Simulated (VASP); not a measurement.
# Sn (Im-3m) in VASP: notebook, part 2 of 2

VASP 6.6.1. The steps go on from the part before.

## (3) Single point, PBE (volume scaled by 1.04)

Input file INCAR:

```
ALGO = Fast ; EDIFF = 1E-6
ENCUT = 520 ; GGA = PE
ISIF = 2 ; ISMEAR = -1
LASPH = True ; LCHARG = False
LREAL = False ; LWAVE = False
NBANDS = 13 ; NELM = 100
PREC = Accurate ; SIGMA = 0.05
```

Input file KPOINTS:

```
k-points
0
Gamma
  10 10 10
```

Input file POSCAR:

```
Sn
1.0
   -1.9195843076      1.9195843076      1.9195843076
    1.9195843076     -1.9195843076      1.9195843076
    1.9195843076      1.9195843076     -1.9195843076
Sn
1
Direct
    0.0000000000      0.0000000000      0.0000000000
```

Potentials or basis: VASP PAW PBE potentials, release 64 (Sn_d).

Started as:

```bash
$ cat potpaw_PBE.64/Sn_d/POTCAR > POTCAR
$ mpirun -np 1 vasp_std > vasp.out
```

OUTCAR:

```text
EDIFF = 1E-6
   ENCUT = 520
   GGA = PE
   ISIF = 2
   ISMEAR = -1
   LASPH = True
   LREAL = False
   NELM = 100
   PREC = Accurate

 ion  position               nearest neighbor table
   1  0.000  0.000  0.000-

  LATTYP: Found a body centered cubic cell.
 ALAT       =     3.8391686152

  Lattice vectors:

 A1 = (  -1.9195843076,   1.9195843076,   1.9195843076)
 A2 = (   1.9195843076,  -1.9195843076,   1.9195843076)
 A3 = (   1.9195843076,   1.9195843076,  -1.9195843076)

Analysis of symmetry for initial positions (statically):
=====================================================================
 Subroutine PRICEL returns:
 Original cell was already a primitive cell.

 Routine SETGRP: Setting up the symmetry group for a
 body centered cubic supercell.

 Subroutine GETGRP returns: Found 48 space group operations
[... 9 lines left out ...]

 Routine SETGRP: Setting up the symmetry group for a
 body centered cubic supercell.

 Subroutine GETGRP returns: Found 48 space group operations
[... 11 lines left out ...]
                                     Primitive cell

  volume of cell :      28.2932

  direct lattice vectors                    reciprocal lattice vectors
    -1.919584308  1.919584308  1.919584308     0.000000000  0.260473061  0.260473061
     1.919584308 -1.919584308  1.919584308     0.260473061  0.000000000  0.260473061
     1.919584308  1.919584308 -1.919584308     0.260473061  0.260473061  0.000000000

  length of vectors
     3.324817550  3.324817550  3.324817550     0.368364535  0.368364535  0.368364535

  position of ions in fractional coordinates (direct lattice)
     0.000000000  0.000000000  0.000000000

  ion indices of the primitive-cell ions
   primitive index   ion index
                 1           1

----------------------------------------------------------------------------------------

 KPOINTS: k-points

Automatic generation of k-mesh.
 Grid dimensions read from file:
 generate k-points for:   10   10   10

 Generating k-lattice:

  Cartesian coordinates                     Fractional coordinates (reciprocal lattice)
     0.000000000  0.026047306  0.026047306     0.100000000  0.000000000  0.000000000
     0.026047306  0.000000000  0.026047306     0.000000000  0.100000000  0.000000000
     0.026047306  0.026047306  0.000000000     0.000000000  0.000000000  0.100000000

  Length of vectors
     0.036836454  0.036836454  0.036836454

  Shift w.r.t. Gamma in fractional coordinates (k-lattice)
     0.000000000  0.000000000  0.000000000

 Subroutine IBZKPT returns following result:
 ===========================================

 Found     47 irreducible k-points:

 Following reciprocal coordinates:
            Coordinates               Weight
  0.000000  0.000000  0.000000      1.000000
  0.100000  0.000000  0.000000     12.000000
  0.200000  0.000000  0.000000     12.000000
  0.300000  0.000000  0.000000     12.000000
  0.400000  0.000000  0.000000     12.000000
  0.500000  0.000000  0.000000      6.000000
[... 16 lines left out ...]
  0.300000  0.300000  0.100000      8.000000
 -0.300000  0.300000  0.100000     24.000000
 [... further k-points ...]
   k-points           NKPTS =     47   k-points in BZ     NKDIM =     47   number of bands    NBANDS=     13
   number of dos      NEDOS =    301   number of ions     NIONS =      1
   total plane-waves  NPLWV =  21952
   dimension x,y,z NGX =    28 NGY =   28 NGZ =   28
   dimension x,y,z NGXF=    56 NGYF=   56 NGZF=   56
   ions per type =               1
   NGX,Y,Z   is equivalent  to a cutoff of  14.00, 14.00, 14.00 a.u.
   NGXF,Y,Z  is equivalent  to a cutoff of  28.00, 28.00, 28.00 a.u.
 SYSTEM =  unknown system
   PREC   = accura    normal or accurate (medium, high low for compatibility)
   ISTART =      0    job   : 0-new  1-cont  2-samecut
   ICHARG =      2    charge: 1-file 2-atom 10-const
   ISPIN  =      1    spin polarized calculation?
   LNONCOLLINEAR =      F non collinear calculations
   LSORBIT =      F    spin-orbit coupling
   LASPH  =      T    aspherical Exc in radial PAW
   ENCUT  =  520.0 eV  38.22 Ry    6.18 a.u.   6.18  6.18  6.18*2*pi/ulx,y,z
   NELM   =    100;   NELMIN=  2; NELMDL= -5     # of ELM steps
   EDIFF  = 0.1E-05   stopping-criterion for ELM
   LREAL  =      F    real-space projection
   EDIFFG = 0.1E-04   stopping-criterion for IOM
   NSW    =      0    number of steps for IOM
   IBRION =     -1    ionic relax: 0-MD 1-quasi-New 2-CG
   NFREE  =      0    steps in history (QN), initial steepest desc. (CG)
   ISIF   =      2    stress and relaxation
   ISYM   =      2    0-nonsym 1-usesym 2-fastsym
   POTIM  = 0.5000    time-step for ionic-motion
   TEBEG  =    0.0;   TEEND  =   0.0 temperature during run
   PSTRESS=    0.0 pullay stress
   NELECT =      14.0000    total number of electrons
   NUPDOWN=      -1.0000    fix difference up-down
   EMIN   =  10.00;   EMAX   =-10.00  energy-range for DOS
   EFERMI =   0.00;   METHOD = LEGACY
   ISMEAR =    -1;   SIGMA  =   0.05  broadening in eV -4-tet -1-fermi 0-gaus
   EFERMI_NEDOS =   21; number of points for ismear=-14 and -15
   IALGO  =     68    algorithm
   IMIX   =      4    mixing-type and parameters
     AMIX     =   0.40;   BMIX     =  1.00
     AMIX_MAG =   1.60;   BMIX_MAG =  1.00
  volume/ion in A,a.u.               =      28.29       190.93
  Fermi-wavevector in a.u.,A,eV,Ry     =   1.294863  2.446935 22.812465  1.676669
  Thomas-Fermi vector in A             =   2.426419
   LORBIT       =      0    0 simple, 1 ext, 2 COOP (PROOUT), +10 PAW based schemes
   GGA     = PE    functional components
   LHFCALC =     F    Hartree Fock is set to
   AEXX    =    0.0000 exact exchange contribution
   IVDW    =     0    specifies the selected vdW correction
   LEPSILON=     F    determine dielectric tensor
   LRPA    =     F    only Hartree local field effects (RPA)
 non-spin polarized calculation
 RMM-DIIS sequential band-by-band and
  energy-cutoff  :      520.00
  volume of cell :       28.29
 maximum number of plane-waves:       772
 NGX is ok and might be reduce to    28
   NGX = 13   NGY = 13   NGZ = 13

 number of electron      14.0000001 magnetization

 Free energy of the ion-electron system (eV)
  ---------------------------------------------------
  ext. energy  EPLUGINS =         0.00000000
  ---------------------------------------------------
  free energy    TOTEN  =        -3.76078533 eV

  energy without entropy =       -3.75301932  energy(sigma->0) =       -3.75690232

 E-fermi :   7.5737     XC(G=0): -10.1814

 val. band max:        7.5623486355   @ k =   0.3000   0.0000   0.0000
 cond. band min:       7.6190493648   @ k =   0.2000   0.1000   0.1000
 fundamental gap:      0.0567007293
 Fermi energy:         7.5737138894

 k-point     1 :       0.0000    0.0000    0.0000
  band No.  band energies     occupation
      1     -13.9340      2.00000
      2     -13.9340      2.00000
      3     -13.9340      2.00000
      4     -13.8118      2.00000
      5     -13.8118      2.00000
      6      -3.1879      2.00000
      7      15.2157      0.00000
      8      15.2157      0.00000
      9      15.2157      0.00000
     10      19.6438      0.00000
     11      19.6449      0.00000
     12      19.6487      0.00000
     13      20.0552      0.00000

 k-point     2 :       0.1000    0.0000    0.0000
  band No.  band energies     occupation
      1     -13.9378      2.00000
      2     -13.9283      2.00000
      3     -13.9157      2.00000
      4     -13.8160      2.00000
      5     -13.8123      2.00000
      6      -2.9773      2.00000
      7      13.5664      0.00000
      8      14.4802      0.00000
      9      14.9608      0.00000
     10      18.0016      0.00000
     11      18.3300      0.00000
     12      19.2829      0.00000
     13      20.7811      0.00000
[... 321 lines left out ...]
 k-point    23 :       0.3000    0.3000    0.1000
  band No.  band energies     occupation
      1     -13.9332      2.00000
      2     -13.8472      2.00000
      3     -13.8472      2.00000
      4     -13.8125      2.00000
      5     -13.8125      2.00000
      6       2.2194      2.00000
      7       5.4596      2.00000
      8       5.4596      2.00000
      9       9.2307      0.00000
     10      21.0902      0.00000
     11      22.2008      0.00000
     12      22.2008      0.00000
     13      25.7314      0.00000

 k-point    24 :      -0.3000    0.3000    0.1000
  band No.  band energies     occupation
      1     -13.9404      2.00000
      2     -13.8999      2.00000
      3     -13.8400      2.00000
      4     -13.8196      2.00000
      5     -13.8092      2.00000
      6      -1.0914      2.00000
      7       7.7337      0.07828
      8      11.3281      0.00000
      9      12.5968      0.00000
     10      16.4166      0.00000
     11      17.4355      0.00000
     12      18.3861      0.00000
     13      24.0780      0.00000

 [... further k-points ...]
[... 5 lines left out ...]
  --------------------------------------------------------------------------------------
  -------------------------------------------------------------------------------------
  Total       -0.1811226     -0.1811226     -0.1811226     -0.0000000      0.0000000     -0.0000000
  in kB      -10.2565593    -10.2565593    -10.2565593     -0.0000000      0.0000000     -0.0000000
  external PRESSURE =     -10.2565593 kB  Pullay stress =       0.0000000 kB

 VOLUME and BASIS-vectors are now :
 -----------------------------------------------------------------------------
  energy-cutoff  :      520.00
  volume of cell :       28.29
      direct lattice vectors                 reciprocal lattice vectors
    -1.919584308  1.919584308  1.919584308     0.000000000  0.260473061  0.260473061
     1.919584308 -1.919584308  1.919584308     0.260473061  0.000000000  0.260473061
     1.919584308  1.919584308 -1.919584308     0.260473061  0.260473061  0.000000000

 POSITION                                       TOTAL-FORCE (eV/Angst)
 -----------------------------------------------------------------------------------
      0.00000      0.00000      0.00000        -0.000000     -0.000000     -0.000000
 -----------------------------------------------------------------------------------
    total drift:                               -0.000000     -0.000000     -0.000000

  FREE ENERGIE OF THE ION-ELECTRON SYSTEM (eV)
  ---------------------------------------------------
  free  energy   TOTEN  =        -3.7607853261 eV

  energy  without entropy=       -3.7530193159  energy(sigma->0) =       -3.75690232
```

Wall time 24 s (1 thread of Intel Xeon Platinum 8488C (Sapphire Rapids), shared host); peak memory 0.15 GiB.

What came out:

```
Free energy            : -3.7608 eV
Pressure               : -1.0 GPa
Band gap on the k mesh : zero (band 7 reaches 15.22 eV, above the bottom of band 8 at 5.46 eV)
```

Caveat: spin-orbit coupling is left out, which moves the levels of the heavy elements.
